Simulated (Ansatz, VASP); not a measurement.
This is a calculation of CuI for Ansatz 0.2.0.

File input.yaml:

```yaml
crystal:
  lattice:
    - [4.1704164815, 0.0, 0.0]
    - [0.0, 4.1704164815, 0.0]
    - [0.0, 0.0, 6.6799506231]
  atoms:
    - { symbol: I, position: [0.0, 0.5, 0.74303436] }
    - { symbol: I, position: [0.5, 0.0, 0.25696564] }
    - { symbol: Cu, position: [0.0, 0.0, 0.0] }
    - { symbol: Cu, position: [0.5, 0.5, 0.0] }
kpoints:
  mp_grid: { grid: [7, 7, 4] }
scf:
  occupations: { method: fermi_dirac, width: 0.05 }
hamiltonian:
  xc: pbe
  pseudopotentials: { kind: all_electron, lapw: { basis_error: 0.001 } }
output:
  forces: true
  stress: true
  eigenvalues: true
```

Potentials or basis: all-electron LAPW, scalar-relativistic.

Command:

```sh
$ ansatz run input.yaml --threads 2 --pin off --max-ram 6144MiB --backend cpu --events-out ev --progress --plain --runs-dir out
```

Task: Set up the same calculation for VASP 6.6.1. Potentials there: VASP PAW PBE potentials, release 64 (I, Cu).

Result: As run (the cutoff follows the program's own potentials):

INCAR

```
SYSTEM = CuI
PREC = Accurate
ENCUT = 520
EDIFF = 1E-7
ISMEAR = -1
SIGMA = 0.05
LREAL = .False.
LASPH = .True.
NELM = 60
ALGO = Normal
ISIF = 2
LWAVE = .False.
LCHARG = .False.
GGA = PE
NBANDS = 26
```

File KPOINTS:

```
regular mesh
0
Gamma
  7 7 4
  0 0 0
```

POSCAR

```
CuI
1.0
    4.1704164815      0.0000000000      0.0000000000
    0.0000000000      4.1704164815      0.0000000000
    0.0000000000      0.0000000000      6.6799506231
I Cu
2 2
Direct
    0.0000000000      0.5000000000      0.7430343600
    0.5000000000      0.0000000000      0.2569656400
    0.0000000000      0.0000000000      0.0000000000
    0.5000000000      0.5000000000      0.0000000000
```

Potentials or basis: VASP PAW PBE potentials, release 64 (I, Cu).

Command:

```sh
$ cat potpaw_PBE.64/I/POTCAR potpaw_PBE.64/Cu/POTCAR > POTCAR
$ mpirun -np 1 vasp_std > vasp.out
```

Both were run:

|  | VASP | Ansatz | Ansatz less VASP |
| --- | --- | --- | --- |
| gap on the k mesh at the Fermi level (eV) | 1.52 | 1.51 | -0.010 |
| least direct gap on the mesh (eV) | 1.52 | 1.51 | -0.010 |
| pressure (GPa) | -1.0 | -1.0 | -0.03 |
| traceless stress, the component that is largest in VASP (GPa) | 0.06 | 0.09 | +0.026 |
| rms of the force components (eV/Å) | 0.125 | 0.127 | +0.0022 |

Atom by atom the forces differ by 0.002 eV/Å (rms over components). Ansatz ran all-electron here, and VASP with PAW potentials.

Spin-orbit coupling is off throughout.
